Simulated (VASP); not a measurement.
Here is a VASP 6.6.1 calculation.

File INCAR:

```
ALGO = Normal
DIPOL = 0.5 0.5 0.398
EDIFF = 1E-6
ENCUT = 520
GGA = PE
IDIPOL = 3
ISIF = 2
ISMEAR = 0
IVDW = 12
LASPH = T
LCHARG = F
LDIPOL = T
LREAL = F
LWAVE = F
NBANDS = 35
NELM = 100
PREC = Accurate
SIGMA = 0.05
```

The input KPOINTS:

```
k-points
0
Gamma
  9 9 1
```

File POSCAR:

```
WSe2
1.0
    3.2854807123      0.0000000000      0.0000000000
   -1.6427403561      2.8453097605      0.0000000000
    0.0000000000      0.0000000000     24.2386612352
Se W
4 2
Direct
    0.3333333333      0.6666666667      0.1856538179
    0.3333333333      0.6666666667      0.3246602831
    0.5000000000      1.0000000000      0.4715330812
    0.5000000000      1.0000000000      0.6105395464
    0.6666666667      0.3333333333      0.2551570505
    0.1666666667      1.3333333333      0.5410363138
```

Potentials or basis: VASP PAW PBE potentials, release 64 (Se, W_sv).

The run is started by

```sh
$ cat potpaw_PBE.64/Se/POTCAR potpaw_PBE.64/W_sv/POTCAR > POTCAR
$ mpirun -np 1 vasp_std > vasp.out
```

(1) Estimate the largest force.

(2) Estimate the dispersion energy per atom.

(3) What does it give for the band gap on the k mesh?

## Answers

(1) 0.085 eV/Å.

(2) -0.385 eV.

(3) 1.54 eV (least direct gap 1.65 eV).

Caveat: the cell differs from its parent crystal (layers slid over each other); spin-orbit coupling is left out, which moves the levels of the heavy elements.
